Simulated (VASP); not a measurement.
# Co (Im-3m) in VASP: notebook

The runs below take Co through single point, with PBE.

All numbers are computed with VASP 6.6.1; they aren't measurements. Logs are shortened: lines on timing, memory, paths and dates and some standing lists are left out, and cuts for length are marked.

### 1 The cell of the first run

The structure is cubic, space group Im-3m (No. 229). The conventional cell has a = 2.694 Å, b = 2.694 Å, c = 2.694 Å, α = 90.00°, β = 90.00°, γ = 90.00°. Co (site symmetry m-3m) has 14 Co at 2.33 to 2.69 Å within 3.1 Å.

This isn't the form of Co at room conditions, which is hcp.

### 2 Single point, PBE, collinear spin, ferromagnetic start (9.78 Å³/atom)

Contents of INCAR:

```
SYSTEM = Co
PREC = Accurate ; ENCUT = 520
EDIFF = 1E-6 ; ISMEAR = -1
SIGMA = 0.05 ; LREAL = .FALSE.
LASPH = .TRUE. ; NELM = 150
ALGO = Normal ; ISIF = 2
LWAVE = .FALSE. ; LCHARG = .FALSE.
ISPIN = 2 ; MAGMOM = 1.826
LORBIT = 11 ; LMAXMIX = 4
GGA = PE ; NBANDS = 14
```

Contents of KPOINTS:

```
Automatic mesh
0
G
  18 18 18
  0 0 0
```

Contents of POSCAR:

```
Co
1.0
   -1.3471899782      1.3471899782      1.3471899782
    1.3471899782     -1.3471899782      1.3471899782
    1.3471899782      1.3471899782     -1.3471899782
Co
1
Direct
    0.0000000000      0.0000000000      0.0000000000
```

Potentials or basis: VASP PAW PBE potentials, release 64 (Co).

Launch:

```
$ cat potpaw_PBE.64/Co/POTCAR > POTCAR
$ mpirun -np 1 vasp_std > vasp.out
```

OUTCAR:

```text
SYSTEM = Co
   PREC = Accurate
   ENCUT = 520
   EDIFF = 1E-6
   ISMEAR = -1
   LREAL = .FALSE.
   LASPH = .TRUE.
   NELM = 150
   ISIF = 2
   ISPIN = 2
   LORBIT = 11
   GGA = PE

 ion  position               nearest neighbor table
   1  0.000  0.000  0.000-

  LATTYP: Found a body centered cubic cell.
 ALAT       =     2.6943799564

  Lattice vectors:

 A1 = (  -1.3471899782,   1.3471899782,   1.3471899782)
 A2 = (   1.3471899782,  -1.3471899782,   1.3471899782)
 A3 = (   1.3471899782,   1.3471899782,  -1.3471899782)

Analysis of symmetry for initial positions (statically):
=====================================================================
 Subroutine PRICEL returns:
 Original cell was already a primitive cell.

 Routine SETGRP: Setting up the symmetry group for a
 body centered cubic supercell.

 Subroutine GETGRP returns: Found 48 space group operations
 (whereof 48 operations were pure point group operations)
 out of a pool of 48 trial point group operations.

The static configuration has the point symmetry O_h .

Analysis of symmetry for dynamics (positions and initial velocities):
=====================================================================
 Subroutine PRICEL returns:
 Original cell was already a primitive cell.

 Routine SETGRP: Setting up the symmetry group for a
 body centered cubic supercell.

 Subroutine GETGRP returns: Found 48 space group operations
 (whereof 48 operations were pure point group operations)
 out of a pool of 48 trial point group operations.

The dynamic configuration has the point symmetry O_h .

Analysis of structural, dynamic, and magnetic symmetry:
=====================================================================
 Subroutine PRICEL returns:
 Original cell was already a primitive cell.

 Routine SETGRP: Setting up the symmetry group for a
 body centered cubic supercell.

 Subroutine GETGRP returns: Found 48 space group operations
 (whereof 48 operations were pure point group operations)
 out of a pool of 48 trial point group operations.

The overall configuration has the point symmetry O_h .

 Subroutine INISYM returns: Found 48 space group operations
 (whereof 48 operations are pure point group operations),
 and found     1 'primitive' translations

----------------------------------------------------------------------------------------

                                     Primitive cell

  volume of cell :       9.7802

  direct lattice vectors                    reciprocal lattice vectors
    -1.347189978  1.347189978  1.347189978     0.000000000  0.371142903  0.371142903
     1.347189978 -1.347189978  1.347189978     0.371142903  0.000000000  0.371142903
     1.347189978  1.347189978 -1.347189978     0.371142903  0.371142903  0.000000000

  length of vectors
     2.333401490  2.333401490  2.333401490     0.524875328  0.524875328  0.524875328

  position of ions in fractional coordinates (direct lattice)
     0.000000000  0.000000000  0.000000000

  ion indices of the primitive-cell ions
   primitive index   ion index
                 1           1

----------------------------------------------------------------------------------------

 KPOINTS: Automatic mesh

Automatic generation of k-mesh.
 Grid dimensions read from file:
 generate k-points for:   18   18   18

 Generating k-lattice:

  Cartesian coordinates                     Fractional coordinates (reciprocal lattice)
     0.000000000  0.020619050  0.020619050     0.055555556  0.000000000  0.000000000
     0.020619050  0.000000000  0.020619050     0.000000000  0.055555556  0.000000000
     0.020619050  0.020619050  0.000000000     0.000000000  0.000000000  0.055555556

  Length of vectors
     0.029159740  0.029159740  0.029159740

  Shift w.r.t. Gamma in fractional coordinates (k-lattice)
     0.000000000  0.000000000  0.000000000

 Subroutine IBZKPT returns following result:
 ===========================================

 Found    195 irreducible k-points:

 Following reciprocal coordinates:
            Coordinates               Weight
  0.000000  0.000000  0.000000      1.000000
  0.055556  0.000000  0.000000     12.000000
  0.111111  0.000000  0.000000     12.000000
  0.166667  0.000000  0.000000     12.000000
  0.222222  0.000000  0.000000     12.000000
  0.277778  0.000000  0.000000     12.000000
[... 16 lines left out ...]
  0.333333  0.111111  0.000000     48.000000
  0.388889  0.111111  0.000000     48.000000
 [... further k-points ...]
   k-points           NKPTS =    195   k-points in BZ     NKDIM =    195   number of bands    NBANDS=     14
   number of dos      NEDOS =    301   number of ions     NIONS =      1
   total plane-waves  NPLWV =   5832
   dimension x,y,z NGX =    18 NGY =   18 NGZ =   18
   dimension x,y,z NGXF=    36 NGYF=   36 NGZF=   36
   ions per type =               1
   NGX,Y,Z   is equivalent  to a cutoff of  12.82, 12.82, 12.82 a.u.
   NGXF,Y,Z  is equivalent  to a cutoff of  25.65, 25.65, 25.65 a.u.
 SYSTEM =  Co
[... 77 lines left out ...]
     10      44.7078      0.00000
     11      44.7078      0.00000
     12      47.5755      0.00000
     13      47.5755      0.00000
     14      47.5755      0.00000

 k-point     2 :       0.0556    0.0000    0.0000
  band No.  band energies     occupation
      1       2.3964      1.00000
      2       8.9071      1.00000
      3       8.9427      1.00000
      4       9.0204      1.00000
      5      10.2658      1.00000
      6      10.3077      1.00000
      7      37.7559      0.00000
      8      38.4354      0.00000
      9      38.5414      0.00000
     10      44.0456      0.00000
     11      44.9760      0.00000
     12      45.3876      0.00000
     13      45.8362      0.00000
     14      47.9149      0.00000
[... 343 lines left out ...]
      1       6.3323      1.00000
      2       7.9210      1.00000
      3       9.3161      1.00000
      4      10.2897      1.00000
      5      10.7340      1.00000
      6      12.4653      0.00283
      7      22.5348      0.00000
      8      29.7766      0.00000
      9      33.6483      0.00000
     10      38.9910      0.00000
     11      44.3177      0.00000
     12      46.4486      0.00000
     13      48.6060      0.00000
     14      52.9621      0.00000

 k-point    24 :       0.3889    0.1111    0.0000
  band No.  band energies     occupation
      1       6.3617      1.00000
      2       7.8369      1.00000
      3       9.7051      1.00000
      4      10.3366      1.00000
      5      10.9742      1.00000
      6      13.3656      0.00000
      7      20.5650      0.00000
      8      29.3344      0.00000
      9      33.0634      0.00000
     10      38.9343      0.00000
     11      44.3279      0.00000
     12      47.0246      0.00000
     13      48.4767      0.00000
     14      53.9086      0.00000

 [... further k-points ...]

 spin component 2

 k-point     1 :       0.0000    0.0000    0.0000
  band No.  band energies     occupation
      1       2.3242      1.00000
      2      10.4210      1.00000
      3      10.4210      1.00000
      4      10.4210      1.00000
      5      12.4954      0.00155
      6      12.4954      0.00155
      7      38.4241      0.00000
      8      38.4241      0.00000
      9      38.4241      0.00000
     10      44.8081      0.00000
     11      44.8081      0.00000
     12      47.9737      0.00000
     13      47.9737      0.00000
     14      47.9737      0.00000

 k-point     2 :       0.0556    0.0000    0.0000
  band No.  band energies     occupation
      1       2.4657      1.00000
      2      10.3769      1.00000
      3      10.4146      1.00000
      4      10.5009      1.00000
      5      12.4474      0.00404
      6      12.4987      0.00145
      7      37.6575      0.00000
      8      38.2746      0.00000
      9      38.3855      0.00000
     10      44.2442      0.00000
     11      45.2373      0.00000
     12      45.9789      0.00000
     13      46.2681      0.00000
     14      48.2896      0.00000
[... 343 lines left out ...]
      1       7.1225      1.00000
      2       9.2440      1.00000
      3      10.3017      1.00000
      4      12.2450      0.18879
      5      12.8090      0.00000
      6      13.8630      0.00000
      7      23.2603      0.00000
      8      30.0664      0.00000
      9      33.9705      0.00000
     10      39.1958      0.00000
     11      44.7330      0.00000
     12      46.8251      0.00000
     13      52.0076      0.00000
     14      53.1721      0.00000

 k-point    24 :       0.3889    0.1111    0.0000
  band No.  band energies     occupation
      1       7.3333      1.00000
      2       9.1465      1.00000
      3      10.7769      1.00000
      4      12.3164      0.05286
      5      12.9025      0.00000
      6      14.5101      0.00000
      7      21.4444      0.00000
      8      29.6177      0.00000
      9      33.3603      0.00000
     10      39.1666      0.00000
     11      44.8130      0.00000
     12      47.2145      0.00000
     13      51.9053      0.00000
     14      54.3037      0.00000

 [... further k-points ...]
[... 5 lines left out ...]
  --------------------------------------------------------------------------------------
  -------------------------------------------------------------------------------------
  Total        2.0476237      2.0476237      2.0476237      0.0000000      0.0000000     -0.0000000
  in kB      335.4395042    335.4395042    335.4395042      0.0000000      0.0000000     -0.0000000
  external PRESSURE =     335.4395042 kB  Pullay stress =       0.0000000 kB

 VOLUME and BASIS-vectors are now :
 -----------------------------------------------------------------------------
  energy-cutoff  :      520.00
  volume of cell :        9.78
      direct lattice vectors                 reciprocal lattice vectors
    -1.347189978  1.347189978  1.347189978     0.000000000  0.371142903  0.371142903
     1.347189978 -1.347189978  1.347189978     0.371142903  0.000000000  0.371142903
     1.347189978  1.347189978 -1.347189978     0.371142903  0.371142903  0.000000000

 POSITION                                       TOTAL-FORCE (eV/Angst)
 -----------------------------------------------------------------------------------
      0.00000      0.00000      0.00000        -0.000000     -0.000000      0.000000
 -----------------------------------------------------------------------------------
    total drift:                                0.000000      0.000000      0.000000

  FREE ENERGIE OF THE ION-ELECTRON SYSTEM (eV)
  ---------------------------------------------------
  free  energy   TOTEN  =        -6.8378827854 eV

  energy  without entropy=       -6.8271767072  energy(sigma->0) =       -6.83252975

 total charge

# of ion       s       p       d       tot
------------------------------------------
    1        0.535   0.629   7.327   8.492

 magnetization (x)

# of ion       s       p       d       tot
------------------------------------------
    1       -0.005  -0.047   1.708   1.655
```

It took 1.7 min on 1 thread of Intel Xeon 8259CL, shared host; peak memory 0.16 GiB.

Results:

- Free energy: -6.8379 eV
- Pressure: 33.5 GPa
- Net moment: 1.66 μB per cell
- Site moments: Co +1.66 μB
- Valence electrons inside the program's atomic spheres: Co 8.49

Caveat: the cell stands under pressure.

### 3 Single point, PBE, collinear spin, ferromagnetic start (10.22 Å³/atom)

This run uses another cell than the first one, of 10.22 Å³/atom.

Contents of INCAR:

```
SYSTEM = Co
ALGO = Normal
EDIFF = 1E-6
ENCUT = 520
GGA = PE
ISIF = 2
ISMEAR = -1
ISPIN = 2
LASPH = .TRUE.
LCHARG = .FALSE.
LMAXMIX = 4
LORBIT = 11
LREAL = .FALSE.
LWAVE = .FALSE.
MAGMOM = 1.826
NBANDS = 14
NELM = 150
PREC = Accurate
SIGMA = 0.05
```

Contents of KPOINTS:

```
k-points
0
G
  18 18 18
  0 0 0
```

Contents of POSCAR:

```
Co
1.0
   -1.3673002562      1.3673002562      1.3673002562
    1.3673002562     -1.3673002562      1.3673002562
    1.3673002562      1.3673002562     -1.3673002562
Co
1
Direct
    0.0000000000      0.0000000000      0.0000000000
```

Potentials or basis: VASP PAW PBE potentials, release 64 (Co).

Launch:

```
$ cat potpaw_PBE.64/Co/POTCAR > POTCAR
$ mpirun -np 1 vasp_std > vasp.out
```

Wall time 1.9 min (1 thread of Intel Xeon 8259CL, shared host); peak memory 0.16 GiB.

It converged, with:

* Free energy: -6.9091 eV
* Pressure: 18.9 GPa
* Net moment: 1.68 μB per cell
* Site moments: Co +1.69 μB
* Valence electrons inside the program's atomic spheres: Co 8.39

Levels at points of the mesh, in eV from the Fermi level:
Spin up:
```csv
k point,band 2,band 3,band 4,band 5,band 6,band 7,band 8,band 9
"(0.00, 0.00, 0.00)",-3.15,-3.15,-3.15,-1.90,-1.90,25.99,25.99,25.99
"(0.50, 0.00, 0.00)",-4.25,-1.83,-1.71,-0.42,-0.11,7.04,18.95,20.92
"(0.50, 0.50, 0.50)",-5.75,-0.69,-0.69,-0.69,9.97,9.97,9.97,15.93
```
Spin down:
```csv
k point,band 1,band 2,band 3,band 4,band 5,band 6,band 7,band 8,band 9
"(0.00, 0.00, 0.00)",-9.58,-1.65,-1.65,-1.65,0.33,0.33,25.78,25.78,25.78
"(0.50, 0.00, 0.00)",-4.83,-2.91,-0.10,0.20,0.57,1.32,8.05,18.96,21.28
"(0.50, 0.50, 0.50)",-4.26,-4.26,1.02,1.02,1.02,10.10,10.10,10.10,16.71
```

Caveat: the cell stands under pressure.

### 4 Single point, PBE, collinear spin, ferromagnetic start (10.67 Å³/atom)

This run uses another cell than the first one, of 10.67 Å³/atom.

Contents of INCAR:

```
SYSTEM = Co
ALGO     = Normal         ! electronic algorithm
EDIFF    = 1E-7           ! SCF threshold, eV
ENCUT    = 520            ! plane-wave cutoff, eV
GGA      = PE             ! functional
ISIF     = 2              ! what is computed and relaxed
ISMEAR   = -1             ! smearing method
ISPIN    = 2              ! spin polarisation
LASPH    = .TRUE.         ! aspherical terms in the spheres
LCHARG   = .FALSE.        ! write CHGCAR
LMAXMIX  = 4              ! l up to which the mixer works
LORBIT   = 11             ! projections on sites
LREAL    = .FALSE.        ! projectors in reciprocal space
LWAVE    = .FALSE.        ! write WAVECAR
MAGMOM   = 1.826          ! initial moments
NBANDS   = 14             ! bands
NELM     = 150            ! most SCF steps
PREC     = Accurate       ! precision mode
SIGMA    = 0.05           ! smearing width, eV
```

KPOINTS is that of step 3.

Contents of POSCAR:

```
Co
1.0
   -1.3868357564      1.3868357564      1.3868357564
    1.3868357564     -1.3868357564      1.3868357564
    1.3868357564      1.3868357564     -1.3868357564
Co
1
Direct
    0.0000000000      0.0000000000      0.0000000000
```

Launch:

```
$ cat potpaw_PBE.64/Co/POTCAR > POTCAR
$ mpirun -np 1 vasp_std > vasp.out
```

It took 1.9 min on 1 thread of Intel Xeon 8259CL, shared host; peak memory 0.16 GiB.

It converged, with:

- Free energy: -6.9450 eV
- Pressure: 7.5 GPa
- Net moment: 1.70 μB per cell
- Site moments: Co +1.72 μB
- Valence electrons inside the program's atomic spheres: Co 8.30

Levels at points of the mesh, in eV from the Fermi level:
Spin up:
```csv
k point,band 1,band 2,band 3,band 4,band 5,band 6,band 7,band 8,band 9,band 10
"(0.00, 0.00, 0.00)",-9.38,-3.07,-3.07,-3.07,-1.93,-1.93,25.56,25.56,25.56,30.96
"(0.50, 0.00, 0.00)",-5.62,-4.11,-1.86,-1.75,-0.52,-0.10,6.63,18.57,20.22,23.78
"(0.50, 0.50, 0.50)",-5.52,-5.52,-0.78,-0.78,-0.78,9.65,9.65,9.65,15.45,15.45
```
Spin down:
```csv
k point,band 1,band 2,band 3,band 4,band 5,band 6,band 7,band 8
"(0.00, 0.00, 0.00)",-9.33,-1.57,-1.57,-1.57,0.33,0.33,25.33,25.33
"(0.50, 0.00, 0.00)",-4.60,-2.75,-0.10,0.20,0.55,1.23,7.64,18.57
"(0.50, 0.50, 0.50)",-4.00,-4.00,0.95,0.95,0.95,9.77,9.77,9.77
```

Caveat: the cell stands under pressure.

### 5 Single point, PBE, collinear spin, ferromagnetic start (11.11 Å³/atom)

This run uses another cell than the first one, of 11.11 Å³/atom.

Contents of INCAR:

```
  PREC = Accurate
  ENCUT = 520
  EDIFF = 1E-6
  ISMEAR = -1
  SIGMA = 0.05
  LREAL = F
  LASPH = T
  NELM = 150
  ALGO = Normal
  ISIF = 2
  LWAVE = F
  LCHARG = T
  ISPIN = 2
  MAGMOM = 1.826
  LORBIT = 11
  LMAXMIX = 4
  GGA = PE
  LELF = T
  LVHAR = T
  NBANDS = 14
```

Contents of KPOINTS:

```
regular mesh
0
Gamma
  18 18 18
```

Contents of POSCAR:

```
Co
1.0
   -1.4058358675      1.4058358675      1.4058358675
    1.4058358675     -1.4058358675      1.4058358675
    1.4058358675      1.4058358675     -1.4058358675
Co
1
Direct
    0.0000000000      0.0000000000      0.0000000000
```

Launch:

```
$ cat potpaw_PBE.64/Co/POTCAR > POTCAR
$ mpirun -np 1 vasp_std > vasp.out
```

Run time: 1.9 min. Hardware: 1 thread of Intel Xeon 8259CL, shared host; peak memory 0.16 GiB.

It converged, with:

- Free energy: -6.9530 eV
- Pressure: -1.3 GPa
- Net moment: 1.73 μB per cell
- Site moments: Co +1.75 μB
- Valence electrons inside the program's atomic spheres: Co 8.22

Levels at points of the mesh, in eV from the Fermi level:
Spin up:
```tsv
k point	band 1	band 2	band 3	band 4	band 5	band 6	band 7	band 8	band 9	band 10
(0.00, 0.00, 0.00)	-9.14	-3.02	-3.02	-3.02	-1.96	-1.96	25.14	25.14	25.14	30.24
(0.50, 0.00, 0.00)	-5.42	-3.98	-1.90	-1.80	-0.62	-0.08	6.26	18.19	19.57	23.14
(0.50, 0.50, 0.50)	-5.32	-5.32	-0.86	-0.86	-0.86	9.36	9.36	9.36	15.00	15.00
```
Spin down:
```csv
k point,band 1,band 2,band 3,band 4,band 5,band 6,band 7,band 8
"(0.00, 0.00, 0.00)",-9.10,-1.49,-1.49,-1.49,0.33,0.33,24.90,24.90
"(0.50, 0.00, 0.00)",-4.38,-2.60,-0.10,0.20,0.54,1.16,7.27,18.19
"(0.50, 0.50, 0.50)",-3.76,-3.76,0.89,0.89,0.89,9.46,9.46,9.46
```

### 6 Overview

```csv
cell,gap on the mesh (eV),pressure (GPa),moment (μB)
"a = 2.333 Å, angles 109.5°, 1 atom",none,33.5,1.66
"a = 2.368 Å, angles 109.5°, 1 atom",none,18.9,1.68
"a = 2.402 Å, angles 109.5°, 1 atom",none,7.5,1.70
"a = 2.435 Å, angles 109.5°, 1 atom",none,-1.3,1.73
```

Alike in all rows: task single point; level PBE; potentials or basis VASP PAW PBE potentials, release 64 (Co); spin collinear, ferromagnetic start; k mesh 18 × 18 × 18; cutoff (eV) 520; smearing fermi-dirac 0.05 eV.

Caveats: the cell stands under pressure (at least some runs).

Total energies depend on the potentials used, so only differences within one code and one set of settings carry meaning.
